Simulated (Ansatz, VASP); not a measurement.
# One calculation of Na, two programs

INCAR

```
PREC = Accurate ; ENCUT = 520
EDIFF = 1E-6 ; ISMEAR = -1
SIGMA = 0.05 ; LREAL = False
LASPH = True ; NELM = 60
ALGO = Normal ; ISIF = 2
LWAVE = False ; LCHARG = False
GGA = PE ; NBANDS = 14
```

KPOINTS

```
Automatic mesh
0
Gamma
  9 9 9
```

Contents of POSCAR:

```
Na
1.0
    0.0000000000      3.0420980276      3.0420980276
    3.0420980276      0.0000000000      3.0420980276
    3.0420980276      3.0420980276      0.0000000000
Na
2
Direct
   -0.1250000000     -0.1250000000     -0.1250000000
    0.1250000000      0.1250000000      0.1250000000
```

Input for Ansatz:

```yaml
crystal:
  lattice:
    - [0.0, 3.0420980276, 3.0420980276]
    - [3.0420980276, 0.0, 3.0420980276]
    - [3.0420980276, 3.0420980276, 0.0]
  atoms:
    - { symbol: Na, position: [-0.125, -0.125, -0.125] }
    - { symbol: Na, position: [0.125, 0.125, 0.125] }
kpoints:
  mp_grid: { grid: [9, 9, 9] }
scf:
  occupations: { method: fermi_dirac, width: 0.05 }
hamiltonian:
  xc: pbe
  pseudopotentials: { kind: paw }
output:
  forces: true
  stress: true
  eigenvalues: true
  populations: true
```

Change from the starting cell: volume scaled by 0.52, PAW files.

Alike in both runs: task single point; functional PBE; k mesh 9 × 9 × 9; occupations fermi-dirac, width 0.05 eV; no spin polarisation.

```csv
,VASP,Ansatz
version,VASP 6.6.1,Ansatz 0.2.0
potentials or method,"VASP PAW PBE potentials, release 64 (Na_pv)","PAW with Ansatz's default frozen-core files, scalar-relativistic"
plane-wave cutoff (eV),520,420
valence electrons in the cell,14,18
```

```tsv
	VASP	Ansatz	Ansatz less VASP
pressure (GPa)	6.0	6.0	-0.01
```

The functional is the same, so the differences come from potentials, cutoffs and numerics. VASP's potentials hold 14 valence electrons a cell and Ansatz's 18, so a difference there can come from the potentials and not from the codes.
